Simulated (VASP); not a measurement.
# AlN: single point with PBE

Crystal: AlN.

```
Al N
1.0
    -0.02685    2.18437    2.21156
     2.18908   -0.00605    2.19076
     2.19130    2.16578   -0.00827
Al N
1 1
Direct
  0.97852 0.00685 0.02674
  0.77245 0.73575 0.76017
```

| Property | Result |
| --- | --- |
| Program | VASP 6.6.1 |
| Task | single point |
| Functional | PBE |
| Potentials or basis | VASP PAW PBE potentials, release 64 (Al, N) |
| Cutoff | 600 eV |
| k mesh | 6 × 6 × 6 |
| Occupations | gaussian, width 0.01 eV |
| Spin | no spin polarisation |

| Item | Value |
| --- | --- |
| Pressure | 3.2 GPa |
| Largest force | 1.312 eV/Å |
| Band gap on the k mesh | 3.00 eV, indirect (least direct gap 3.74 eV) |

Forces on the atoms (eV/Å):
```
Al  -1.011  0.679  0.488
N    1.011 -0.679 -0.488
```

Stress tensor (GPa, compression positive):
```
 2.33  3.96  5.22
 3.96  4.28 -5.46
 5.22 -5.46  2.98
```

Levels at points of the mesh, in eV from the valence-band top:
| k point | band 1 | band 2 | band 3 | band 4 | band 5 | band 6 | band 7 | band 8 |
| --- | --- | --- | --- | --- | --- | --- | --- | --- |
| (0.00, 0.00, 0.00) | -15.18 | -0.50 | -0.38 | 0.00 | 3.74 | 11.88 | 12.23 | 12.33 |
| (0.50, 0.00, 0.00) | -13.27 | -5.94 | -0.93 | -0.81 | 7.17 | 9.56 | 10.77 | 10.96 |
| (0.00, 0.50, 0.00) | -13.15 | -6.13 | -0.86 | -0.53 | 6.82 | 9.40 | 10.48 | 11.12 |
| (0.50, 0.50, 0.00) | -12.58 | -5.19 | -2.03 | -1.95 | 3.05 | 8.25 | 13.28 | 15.18 |
| (0.00, 0.00, 0.50) | -13.16 | -6.12 | -0.94 | -0.47 | 6.86 | 9.40 | 10.66 | 10.95 |
| (0.50, 0.00, 0.50) | -12.53 | -5.07 | -2.14 | -2.05 | 3.00 | 8.07 | 13.50 | 15.22 |
| (0.00, 0.50, 0.50) | -12.58 | -5.17 | -2.14 | -1.87 | 3.06 | 8.26 | 13.29 | 15.14 |
| (0.50, 0.50, 0.50) | -13.14 | -6.06 | -0.96 | -0.58 | 6.80 | 9.45 | 10.40 | 11.03 |

Run time: 62 s on 1 thread of Intel Xeon 8259CL (shared host), peak memory 0.17 GiB.

Caveat: forces of over 1 eV/Å act on the atoms, so gaps and moduli don't describe the material at rest. A k mesh can miss the band edges.
